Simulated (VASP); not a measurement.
Wanted: the native input for a VASP 6.6.1 run.

| Item | Value |
| --- | --- |
| Task | single point |
| Functional | r2SCAN |
| Potentials or basis | VASP PAW PBE potentials, release 64 (Cu) |
| Cutoff | 520 eV |
| k mesh | 22 × 22 × 22 |
| Occupations | gaussian, width 0.15 eV |
| Spin | no spin polarisation |
| Dipole correction | no |
| Further INCAR settings | ALGO = Normal; EDIFF = 1e-06; NBANDS = 12 |

Crystal: Cu.

```
CELL_PARAMETERS angstrom
0.00000 1.80750 1.80750
1.87980 0.00000 1.80750
1.87980 1.80750 0.00000
ATOMIC_POSITIONS crystal
Cu 0.00000 0.00000 0.00000
```

This cell differs from its parent crystal: strain +0.0400 x Voigt [1, 0, 0, 0, 0, 0].

One way to write it, as run:

POSCAR

```
Cu
1.0
    0.0000000000      1.8075000000      1.8075000000
    1.8798000000      0.0000000000      1.8075000000
    1.8798000000      1.8075000000      0.0000000000
Cu
1
Direct
    0.0000000000      0.0000000000      0.0000000000
```

INCAR.step1

```
SYSTEM = Cu
PREC = Accurate
ENCUT = 520
ISMEAR = 0
SIGMA = 0.15
LREAL = .FALSE.
LASPH = .TRUE.
NELM = 80
NBANDS = 12
GGA = PE
ALGO = Normal
EDIFF = 1E-4
LWAVE = .TRUE.
LCHARG = .FALSE.
```

INCAR.step2

```
SYSTEM = Cu
PREC = Accurate
ENCUT = 520
EDIFF = 1E-6
ISMEAR = 0
SIGMA = 0.15
LREAL = .FALSE.
LASPH = .TRUE.
NELM = 80
ALGO = Normal
ISIF = 2
LWAVE = .FALSE.
LCHARG = .FALSE.
METAGGA = R2SCAN
LMIXTAU = .TRUE.
NBANDS = 12
ISTART = 1
```

KPOINTS

```
regular mesh
0
G
  22 22 22
  0 0 0
```

Potentials or basis: VASP PAW PBE potentials, release 64 (Cu).

Run with:

```bash
$ cat potpaw_PBE.64/Cu/POTCAR > POTCAR
$ cp INCAR.step1 INCAR
$ mpirun -np 1 vasp_std > vasp.out
$ cp INCAR.step2 INCAR
$ mpirun -np 1 vasp_std > vasp.out
```

Results of the run:

```yaml
Pressure: -9.1 GPa
Band_gap_on_the_k_mesh: zero (an odd number of electrons rules out a gap without spin polarisation)
```

Caveat: the cell differs from its parent crystal (strain +0.0400 x Voigt [1, 0, 0, 0, 0, 0]); the cell stands under tension; the PAW data sets were made with another functional, which shifts forces and pressure a little.

Run time: 6.8 min on 1 thread of Intel Xeon 8259CL (shared host), peak memory 0.23 GiB.
